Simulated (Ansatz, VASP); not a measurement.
Two plane-wave programs on Rb

INCAR

```
  PREC = Accurate
  ENCUT = 600
  EDIFF = 1E-6
  ISMEAR = 0
  SIGMA = 0.1
  LREAL = F
  LASPH = T
  NELM = 60
  ALGO = Fast
  ISIF = 3
  LWAVE = F
  LCHARG = F
  GGA = PS
  IBRION = 2
  NSW = 100
  EDIFFG = -0.005
```

KPOINTS

```
Automatic mesh
0
Gamma
  10 10 10
```

POSCAR

```
Rb
1.0
    0.0000000000      3.6398846700      3.6398846700
    3.6398846700      0.0000000000      3.6398846700
    3.6398846700      3.6398846700      0.0000000000
Rb
1
Direct
    0.0000000000      0.0000000000      0.0000000000
```

Input for Ansatz:

```yaml
crystal:
  lattice:
    - [0.0, 3.63988467, 3.63988467]
    - [3.63988467, 0.0, 3.63988467]
    - [3.63988467, 3.63988467, 0.0]
  atoms:
    - { symbol: Rb, position: [0.0, 0.0, 0.0] }
basis:
  ecutwfc: 420
kpoints:
  mp_grid: { grid: [10, 10, 10] }
hamiltonian:
  xc: pbesol
scf:
  occupations: { method: gaussian, width: 0.1 }
output:
  forces: true
  stress: true
  eigenvalues: true
relax:
  adjacent_minimum: "off"
  f_tol: 0.005
  max_steps: 80
  cell: { stress_tol: 0.05 }
```

Alike in both runs: task relaxation of cell and atoms; functional PBEsol; k mesh 10 × 10 × 10; occupations gaussian, width 0.1 eV; no spin polarisation.

|  | VASP | Ansatz |
| --- | --- | --- |
| version | VASP 6.6.1 | Ansatz 0.2.0 |
| potentials or method | VASP PAW PBE potentials, release 64 (Rb_sv), cutoff 600 eV | scalar-relativistic, plane waves, PAW |
| valence electrons in the cell | 9 | 9 |

|  | VASP | Ansatz | Ansatz less VASP |
| --- | --- | --- | --- |
| gap on the k mesh at the Fermi level, each at its own relaxed structure (eV) | none | none | - |
| relaxed volume (Å³/atom) | 86.94 | 86.92 | -0.022 |
| relaxed cell length with the largest relative difference (Å) | 4.973 | 4.972 | -0.0004 |

VASP's potentials were made for PBE, not for PBEsol. A gap of «none» marks a metal or a gap that the smearing closes.
